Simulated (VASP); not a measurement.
Write the native input for VASP 6.6.1 that does the following.

```yaml
Task: single point
Functional: PBEsol
Potentials_or_basis: VASP PAW PBE potentials, release 64 (C)
Cutoff: 520 eV
k_mesh: 9 × 9 × 6
Occupations: gaussian, width 0.02 eV
Spin: no spin polarisation
Dipole_correction: no
Further_INCAR_settings: ALGO = Normal; EDIFF = 1e-06; NBANDS = 16
```

The structure of C lies in POSCAR:

```
C
1.0
    2.4995962376      0.0000000000      0.0000000000
   -1.2497981188      2.1647138410      0.0000000000
    0.0000000000      0.0000000000      4.1189829197
C
4
Direct
    0.3333333333      0.6666666667     -0.0002610710
    0.6666666667      0.3333333333      0.4997389290
    0.3333333333      0.6666666667      0.3742610710
    0.6666666667      0.3333333333      0.8742610710
```

This cell differs from its parent crystal: strained cell.

These files were run (other wordings do the same):

INCAR

```
SYSTEM = C
PREC = Accurate
ENCUT = 520
EDIFF = 1E-6
ISMEAR = 0
SIGMA = 0.02
LREAL = .FALSE.
LASPH = .TRUE.
NELM = 60
ALGO = Normal
ISIF = 2
LWAVE = .FALSE.
LCHARG = .FALSE.
GGA = PS
NBANDS = 16
```

KPOINTS

```
Automatic mesh
0
G
  9 9 6
  0 0 0
```

Potentials or basis: VASP PAW PBE potentials, release 64 (C).

Run with:

```bash
$ cat potpaw_PBE.64/C/POTCAR > POTCAR
$ mpirun -np 1 vasp_std > vasp.out
```

Results of the run:

```yaml
Pressure: 5.6 GPa
Band_gap_on_the_k_mesh: 3.03 eV, indirect (least direct gap 4.81 eV)
```

Caveat: the cell differs from its parent crystal (strained cell); the PAW data sets were made with another functional, which shifts forces and pressure a little.

Wall time 6.4 s on 1 thread of Intel(R) Xeon(R) 6975P-C (Granite Rapids) (shared host), peak memory 0.13 GiB.
